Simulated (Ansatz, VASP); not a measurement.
**One calculation of Ti, two programs**

```xyz
1
Lattice="0.0000 2.1519 2.0559 2.0559 0.0000 2.0559 2.0559 2.1519 0.0000" Properties=species:S:1:pos:R:3 pbc="T T T"
Ti    0.0000    0.0000    0.0000
```

Change from the starting cell: normal strain along x +0.0000, normal strain along y +0.0467.

Alike in both runs: task single point; functional PBE; k mesh 18 × 18 × 18; occupations gaussian, width 0.15 eV; no spin polarisation.

|  | VASP | Ansatz |
| --- | --- | --- |
| version | VASP 6.6.1 | Ansatz 0.2.0 |
| potentials or method | VASP PAW PBE potentials, release 64 (Ti_sv), cutoff 520 eV | scalar-relativistic, plane waves, PAW |
| valence electrons in the cell | 12 | 12 |

|  | VASP | Ansatz | Ansatz less VASP |
| --- | --- | --- | --- |
| gap on the k mesh at the Fermi level (eV) | none | none | - |
| pressure (GPa) | -4.7 | -4.5 | +0.17 |
| traceless stress, the component that is largest in VASP (GPa) | -1.03 | -1.03 | +0.003 |

A gap of «none» marks a metal or a gap that the smearing closes. The functional is the same, so the differences come from potentials, cutoffs and numerics.
